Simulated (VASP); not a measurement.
# CoO (Fm-3m) in VASP: notebook, part 2 of 2

VASP 6.6.1. The steps go on from the part before.

### Step 4. Single point, PBEsol, collinear spin, ferromagnetic start

This run uses another cell than the first one, of 9.68 Å³/atom.

File INCAR:

```
PREC = Accurate
ENCUT = 700
EDIFF = 1E-6
ISMEAR = -1
SIGMA = 0.05
LREAL = F
LASPH = T
NELM = 200
ALGO = Normal
ISIF = 2
LWAVE = F
LCHARG = F
ISPIN = 2
MAGMOM = 1.71 0
LORBIT = 11
LMAXMIX = 4
GGA = PS
NBANDS = 22
GGA_COMPAT = F
```

File KPOINTS:

```
regular mesh
0
Gamma
  11 11 11
```

File POSCAR:

```
CoO
1.0
    0.0000000000      2.1315000000      2.1315000000
    2.1315000000      0.0000000000      2.1315000000
    2.1315000000      2.1315000000      0.0000000000
Co O
1 1
Direct
    0.0000000000      0.0000000000      0.0000000000
    0.5000000000      0.5000000000      0.5000000000
```

Potentials or basis: VASP PAW PBE potentials, release 64 (Co_sv, O).

Started as:

```console
cat potpaw_PBE.64/Co_sv/POTCAR potpaw_PBE.64/O/POTCAR > POTCAR
mpirun -np 1 vasp_std > vasp.out
```

OUTCAR:

```text
PREC = Accurate
   ENCUT = 700
   EDIFF = 1E-6
   ISMEAR = -1
   LREAL = F
   LASPH = T
   NELM = 200
   ISIF = 2
   ISPIN = 2
   LORBIT = 11
   GGA = PS

 ion  position               nearest neighbor table
   1  0.000  0.000  0.000-   2 2.13   2 2.13   2 2.13   2 2.13   2 2.13   2 2.13
   2  0.500  0.500  0.500-   1 2.13   1 2.13   1 2.13   1 2.13   1 2.13   1 2.13

  LATTYP: Found a face centered cubic cell.
 ALAT       =     4.2630000000

  Lattice vectors:

 A1 = (   0.0000000000,   2.1315000000,   2.1315000000)
 A2 = (   2.1315000000,   0.0000000000,   2.1315000000)
 A3 = (   2.1315000000,   2.1315000000,   0.0000000000)

Analysis of symmetry for initial positions (statically):
=====================================================================
 Subroutine PRICEL returns:
 Original cell was already a primitive cell.

 Routine SETGRP: Setting up the symmetry group for a
 face centered cubic supercell.

 Subroutine GETGRP returns: Found 48 space group operations
 (whereof 48 operations were pure point group operations)
 out of a pool of 48 trial point group operations.

The static configuration has the point symmetry O_h .

Analysis of symmetry for dynamics (positions and initial velocities):
=====================================================================
 Subroutine PRICEL returns:
 Original cell was already a primitive cell.

 Routine SETGRP: Setting up the symmetry group for a
 face centered cubic supercell.

 Subroutine GETGRP returns: Found 48 space group operations
 (whereof 48 operations were pure point group operations)
 out of a pool of 48 trial point group operations.

The dynamic configuration has the point symmetry O_h .

Analysis of structural, dynamic, and magnetic symmetry:
=====================================================================
 Subroutine PRICEL returns:
 Original cell was already a primitive cell.

 Routine SETGRP: Setting up the symmetry group for a
 face centered cubic supercell.

 Subroutine GETGRP returns: Found 48 space group operations
[... 146 lines left out ...]
  ---------------------------------------------------
  free energy    TOTEN  =       -14.03820705 eV

  energy without entropy =      -14.00607741  energy(sigma->0) =      -14.02214223

 E-fermi :   8.8012     XC(G=0): -12.9437

 val. band max:        8.8008873584   @ k =   0.4545   0.0000   0.0000
 cond. band min:       8.8026454703   @ k =  -0.1818   0.2727   0.0909
 fundamental gap:      0.0017581119
 Fermi energy:         8.8012187765

 spin component 1

 k-point     1 :       0.0000    0.0000    0.0000
  band No.  band energies     occupation
      1     -87.8528      1.00000
      2     -51.2370      1.00000
      3     -51.2369      1.00000
      4     -51.2369      1.00000
      5     -11.4505      1.00000
      6       5.4865      1.00000
[... 589 lines left out ...]
     21      36.2033      0.00000
     22      37.9765      0.00000

 [... further k-points ...]

 spin component 2

 k-point     1 :       0.0000    0.0000    0.0000
  band No.  band energies     occupation
      1     -84.8168      1.00000
      2     -48.2714      1.00000
      3     -48.2714      1.00000
      4     -48.2714      1.00000
      5     -10.9118      1.00000
      6       6.1475      1.00000
[... 589 lines left out ...]
     21      36.8211      0.00000
     22      38.5469      0.00000

 [... further k-points ...]

------------------------ aborting loop because EDIFF is reached ----------------------------------------

  FORCE on cell =-STRESS in cart. coord.  units (eV):
  Direction    XX          YY          ZZ          XY          YZ          ZX
  --------------------------------------------------------------------------------------
  -------------------------------------------------------------------------------------
  Total       -1.4452531     -1.4452531     -1.4452531      0.0000000      0.0000000      0.0000000
  in kB     -119.5552027   -119.5552027   -119.5552027      0.0000000      0.0000000      0.0000000
  external PRESSURE =    -119.5552027 kB  Pullay stress =       0.0000000 kB

 VOLUME and BASIS-vectors are now :
 -----------------------------------------------------------------------------
  energy-cutoff  :      700.00
  volume of cell :       19.37
      direct lattice vectors                 reciprocal lattice vectors
     0.000000000  2.131500000  2.131500000    -0.234576589  0.234576589  0.234576589
     2.131500000  0.000000000  2.131500000     0.234576589 -0.234576589  0.234576589
     2.131500000  2.131500000  0.000000000     0.234576589  0.234576589 -0.234576589

 POSITION                                       TOTAL-FORCE (eV/Angst)
 -----------------------------------------------------------------------------------
      0.00000      0.00000      0.00000        -0.000000     -0.000000      0.000000
      2.13150      2.13150      2.13150         0.000000      0.000000     -0.000000
 -----------------------------------------------------------------------------------
    total drift:                                0.000000      0.000000      0.000000

  FREE ENERGIE OF THE ION-ELECTRON SYSTEM (eV)
  ---------------------------------------------------
  free  energy   TOTEN  =       -14.0382070468 eV

  energy  without entropy=      -14.0060774078  energy(sigma->0) =      -14.02214223

 total charge

# of ion       s       p       d       tot
------------------------------------------
    1        2.143   6.062   6.662  14.867
    2        1.546   3.404   0.000   4.950
--------------------------------------------------
tot          3.689   9.466   6.662  19.817

 magnetization (x)

# of ion       s       p       d       tot
------------------------------------------
    1        0.013   0.010   2.507   2.530
    2        0.029   0.286   0.000   0.315
--------------------------------------------------
tot          0.043   0.296   2.507   2.845
```

OSZICAR:

```text
N       E                     dE             d eps       ncg     rms          rms(c)
DAV:   1     0.261731741686E+03    0.26173E+03   -0.14756E+04  6424   0.290E+03
DAV:   2    -0.489181937510E+01   -0.26662E+03   -0.25367E+03  7412   0.726E+02
DAV:   3    -0.162578684781E+02   -0.11366E+02   -0.11226E+02  7000   0.124E+02
DAV:   4    -0.163675373480E+02   -0.10967E+00   -0.10963E+00  5734   0.106E+01
DAV:   5    -0.163714982784E+02   -0.39609E-02   -0.39608E-02  7110   0.222E+00    0.176E+01
DAV:   6    -0.155042554769E+02    0.86724E+00   -0.20910E+01  7666   0.896E+01    0.277E+01
DAV:   7    -0.140999783342E+02    0.14043E+01   -0.74117E+00  6798   0.610E+01    0.852E+00
DAV:   8    -0.140526849183E+02    0.47293E-01   -0.31188E-01  7212   0.744E+00    0.529E+00
DAV:   9    -0.140512498158E+02    0.14351E-02   -0.17987E-01  9142   0.614E+00    0.329E+00
DAV:  10    -0.140423670486E+02    0.88828E-02   -0.46604E-02  7826   0.383E+00    0.937E-01
DAV:  11    -0.140381458175E+02    0.42212E-02   -0.24255E-02  8488   0.253E+00    0.347E-01
DAV:  12    -0.140382245282E+02   -0.78711E-04   -0.20408E-03  6126   0.477E-01    0.111E-01
DAV:  13    -0.140382042249E+02    0.20303E-04   -0.28600E-04  6686   0.142E-01    0.430E-02
DAV:  14    -0.140382069500E+02   -0.27251E-05   -0.19939E-05  6292   0.519E-02    0.206E-02
DAV:  15    -0.140382070468E+02   -0.96736E-07   -0.33399E-06  5756   0.367E-02
   1 F= -.14038207E+02 E0= -.14022142E+02  d E =-.321296E-01  mag=     2.9529
```

stdout:

```text
POSCAR found type information on POSCAR CoO
 POSCAR found :  2 types and       2 ions
 scaLAPACK will be used
 -----------------------------------------------------------------------------
|                                                                             |
|                                                                             |
|     You enforced a specific xc type in the INCAR file but a different       |
|     I HOPE YOU KNOW WHAT YOU ARE DOING!                                     |
|                                                                             |
 -----------------------------------------------------------------------------

 LDA part: xc-table for (Slater+PW92), standard interpolation
 POSCAR, INCAR and KPOINTS ok, starting setup
 FFT: planning ... GRIDC
 FFT: planning ... GRID_SOFT
 FFT: planning ... GRID
 WAVECAR not read
 entering main loop
```

Wall time 40 s (1 thread of Intel Xeon 6975P-C (Granite Rapids), shared host); peak memory 0.2 GiB.

Results:

```
Free energy                                           : -14.0382 eV
Pressure                                              : -12.0 GPa
Net moment                                            : 2.95 μB per cell
Site moments                                          : Co +2.53; O +0.32 μB
Valence electrons inside the program's atomic spheres : Co 14.87; O 4.95
```

Caveat: the cell stands under tension; the PAW data sets were made with another functional, which shifts forces and pressure a little; a cell with one magnetic atom can't hold antiferromagnetic order, which such compounds often take; semilocal functionals often make such compounds metallic where correlation or magnetic order opens a gap, which also shifts bond lengths.

### Step 5. Summary

```tsv
level	cell	gap on the mesh (eV)	pressure (GPa)	moment (μB)
RPBE+D3(BJ)	a = 3.009 Å, angles 60.0°, 2 atoms	none	-1.1	2.94
revPBE	a = 3.030 Å, angles 60.0°, 2 atoms	none	-1.0	2.97
PBEsol	a = 3.014 Å, angles 60.0°, 2 atoms	none	-12.0	2.95
```

Alike in all rows: task single point; potentials or basis VASP PAW PBE potentials, release 64 (Co_sv, O); spin collinear, ferromagnetic start; k mesh 11 × 11 × 11; cutoff (eV) 700; smearing fermi-dirac 0.05 eV.

Caveats: the PAW data sets were made with another functional, which shifts forces and pressure a little; a cell with one magnetic atom can't hold antiferromagnetic order, which such compounds often take; semilocal functionals often make such compounds metallic where correlation or magnetic order opens a gap, which also shifts bond lengths; the dispersion term is far too large for a dense solid, which distorts pressure and volume (at least some runs); the cell stands under tension (at least some runs).

Total energies depend on the potentials used, so only differences within one code and one set of settings carry meaning.
